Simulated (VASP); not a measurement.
Wanted: the native input for a VASP 6.6.1 run.

```
Task                   : single point
Functional             : r2SCAN
Potentials or basis    : VASP PAW PBE potentials, release 64 (Zn, Cu)
Cutoff                 : 520 eV
k mesh                 : 15 × 15 × 6
Occupations            : gaussian, width 0.1 eV
Spin                   : no spin polarisation
Dipole correction      : no
Further INCAR settings : ALGO = Normal; EDIFF = 1e-06; NBANDS = 24
```

The system is ZnCu2.

```
CELL_PARAMETERS angstrom
2.58383 0.00000 0.00000
-1.29191 2.23766 0.00000
0.00000 0.00000 6.29337
ATOMIC_POSITIONS crystal
Zn 0.00000 0.00000 0.00000
Cu 0.33333 0.66667 0.66214
Cu 0.66667 0.33333 0.33786
```

One way to write it, as run:

POSCAR

```
ZnCu2
1.0
    2.5838256049      0.0000000000      0.0000000000
   -1.2919128025      2.2376586128      0.0000000000
    0.0000000000      0.0000000000      6.2933738000
Zn Cu
1 2
Direct
    0.0000000000      0.0000000000      0.0000000000
    0.3333333333      0.6666666667      0.6621414900
    0.6666666667      0.3333333333      0.3378585100
```

INCAR.step1

```
SYSTEM = ZnCu2
  PREC = Accurate
  ENCUT = 520
  ISMEAR = 0
  SIGMA = 0.1
  LREAL = .False.
  LASPH = .True.
  NELM = 100
  NBANDS = 24
  GGA = PE
  ALGO = Normal
  EDIFF = 1E-4
  LWAVE = .True.
  LCHARG = .False.
```

INCAR.step2

```
SYSTEM = ZnCu2
  PREC = Accurate
  ENCUT = 520
  EDIFF = 1E-6
  ISMEAR = 0
  SIGMA = 0.1
  LREAL = .False.
  LASPH = .True.
  NELM = 100
  ALGO = Normal
  ISIF = 2
  LWAVE = .False.
  LCHARG = .False.
  METAGGA = R2SCAN
  LMIXTAU = .True.
  NBANDS = 24
  ISTART = 1
```

KPOINTS

```
regular mesh
0
Gamma
  15 15 6
  0 0 0
```

Potentials or basis: VASP PAW PBE potentials, release 64 (Zn, Cu).

Command:

```console
$ cat potpaw_PBE.64/Zn/POTCAR potpaw_PBE.64/Cu/POTCAR > POTCAR
$ cp INCAR.step1 INCAR
$ mpirun -np 1 vasp_std > vasp.out
$ cp INCAR.step2 INCAR
$ mpirun -np 1 vasp_std > vasp.out
```

Results of the run:

```json
{
  "Pressure": "0.8 GPa",
  "Largest force": "0.010 eV/Å",
  "Band gap on the k mesh": "zero (band 17 reaches 8.21 eV, above the bottom of band 18 at 4.09 eV)"
}
```

Caveat: the PAW data sets were made with another functional, which shifts forces and pressure a little.

It took 8.1 min on 1 thread of Intel(R) Xeon(R) Platinum 8259CL CPU @ 2.50GHz (Skylake/Cascade Lake), with other jobs on the host, peak memory 0.24 GiB.
